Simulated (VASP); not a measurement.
Set up this calculation in VASP 6.6.1, as the native input.

```yaml
Task: single point
Functional: r2SCAN
Potentials_or_basis: VASP PAW PBE potentials, release 64 (Si)
Cutoff: 520 eV
k_mesh: 8 × 8 × 4
Occupations: fermi-dirac, width 0.05 eV
Spin: no spin polarisation
Dipole_correction: no
Further_INCAR_settings: ALGO = Normal; EDIFF = 1e-06; NBANDS = 16
```

Si:

```xyz
4
Lattice="3.8817 0.0000 0.0000 -1.9409 3.3617 0.0000 0.0000 0.0000 6.4160" Properties=species:S:1:pos:R:3 pbc="T T T"
Si    1.9409    1.1206    6.0117
Si    0.0000    2.2411    2.8037
Si    1.9409    1.1206    3.6122
Si    0.0000    2.2411    0.4043
```

This isn't the form of Si at room conditions, which is diamond.

These files were run (other wordings do the same):

POSCAR

```
Si
1.0
    3.8817353141      0.0000000000      0.0000000000
   -1.9408676571      3.3616813928      0.0000000000
    0.0000000000      0.0000000000      6.4159555303
Si
4
Direct
    0.6666666667      0.3333333333      0.9369905000
    0.3333333333      0.6666666667      0.4369905000
    0.6666666667      0.3333333333      0.5630095000
    0.3333333333      0.6666666667      0.0630095000
```

INCAR.step1

```
  PREC = Accurate
  ENCUT = 520
  ISMEAR = -1
  SIGMA = 0.05
  LREAL = F
  LASPH = T
  NELM = 60
  NBANDS = 16
  GGA = PE
  ALGO = Normal
  EDIFF = 1E-4
  LWAVE = T
  LCHARG = F
```

INCAR.step2

```
  PREC = Accurate
  ENCUT = 520
  EDIFF = 1E-6
  ISMEAR = -1
  SIGMA = 0.05
  LREAL = F
  LASPH = T
  NELM = 60
  ALGO = Normal
  ISIF = 2
  LWAVE = F
  LCHARG = T
  METAGGA = R2SCAN
  LMIXTAU = T
  LELF = T
  LVHAR = T
  NBANDS = 16
  ISTART = 1
```

KPOINTS

```
regular mesh
0
Gamma
  8 8 4
```

Potentials or basis: VASP PAW PBE potentials, release 64 (Si).

Command:

```bash
$ cat potpaw_PBE.64/Si/POTCAR > POTCAR
$ cp INCAR.step1 INCAR
$ mpirun -np 1 vasp_std > vasp.out
$ cp INCAR.step2 INCAR
$ mpirun -np 1 vasp_std > vasp.out
```

Results of the run:

| Property | Result |
| --- | --- |
| Pressure | -3.6 GPa |
| Largest force | 0.020 eV/Å |
| Band gap on the k mesh | 0.69 eV (least direct gap 1.26 eV) |

Caveat: the cell stands under tension; semilocal functionals underestimate gaps, and a narrow one can read as zero; the PAW data sets were made with another functional, which shifts forces and pressure a little.

Run time: 4 min on 1 thread of Intel Xeon 8259CL, with other jobs on the host, peak memory 0.2 GiB.
